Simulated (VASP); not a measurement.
The system is BiTe2N.

```xyz
4
Lattice="-3.1184 3.1184 3.4267 3.1184 -3.1184 3.4267 3.1184 3.1184 -3.4267" Properties=species:S:1:pos:R:3 pbc="T T T"
Bi    0.0000    0.0000    3.4267
Te    0.0000    3.1184    1.7134
Te    3.1184    0.0000    1.7134
N     0.0000    0.0000    0.0000
```

```yaml
Program: VASP 6.6.1
Task: relaxation of cell and atoms
Functional: PBE
Potentials_or_basis: VASP PAW PBE potentials, release 64 (Bi_d, Te, N)
Cutoff: 600 eV
k_mesh: 4 × 4 × 4
Occupations: gaussian, width 0.1 eV
Spin: no spin polarisation
```

At the start: pressure -9.3 GPa; volume 33.32 Å³/atom.

Problem. How do energy, volume and symmetry change on relaxing?

Solution. Over 14 steps the energy falls by 372.3 meV/atom and the volume is 25.00 Å³/atom (-25.0 %); space group I4/mmm (No. 139, to 0.05 Å).

Step by step:
| step | energy change (eV) | largest force (eV/Å) | pressure (GPa) | volume (Å³) |
| --- | --- | --- | --- | --- |
| 1 | 0.0000 | 0.0000 | -9.29 | 133.29 |
| 2 | -1.4602 | 0.0000 | -1.11 | 99.36 |
| 3 | -1.4671 | 0.0000 | 0.00 | 97.61 |
| 4 | -1.4664 | 0.0000 | 0.43 | 96.97 |
| 5 | -1.4677 | 0.0000 | -0.11 | 97.89 |
| 6 | -1.4677 | 0.0000 | -0.11 | 97.88 |
| 7 | -1.4698 | 0.0000 | -0.15 | 98.20 |
| 8 | -1.4796 | 0.0000 | -0.27 | 99.13 |
| 9 | -1.4847 | 0.0000 | -0.48 | 100.94 |
| 10 | -1.4878 | 0.0000 | -0.39 | 100.01 |
| 11 | -1.4885 | 0.0000 | -0.44 | 100.42 |
| 12 | -1.4886 | 0.0000 | -0.43 | 100.29 |
| 13 | -1.4876 | 0.0000 | 0.25 | 99.55 |
| 14 | -1.4893 | 0.0000 | -0.16 | 99.99 |

Final structure:
```cif
data_structure
_symmetry_space_group_name_H-M 'P 1'
_symmetry_Int_Tables_number 1
_cell_length_a 5.0645
_cell_length_b 5.0645
_cell_length_c 5.0645
_cell_angle_alpha 109.430
_cell_angle_beta 109.430
_cell_angle_gamma 109.553
_cell_volume 99.99
loop_
_atom_site_label
_atom_site_type_symbol
_atom_site_fract_x
_atom_site_fract_y
_atom_site_fract_z
_atom_site_occupancy
Bi1 Bi 0.50000 0.50000 0.00000 1
Te1 Te 0.75000 0.25000 0.50000 1
Te2 Te 0.25000 0.75000 0.50000 1
N1 N 0.00000 0.00000 0.00000 1
```

Caveat: the volume moved by over 15 % at a fixed basis, so the end points are rough.
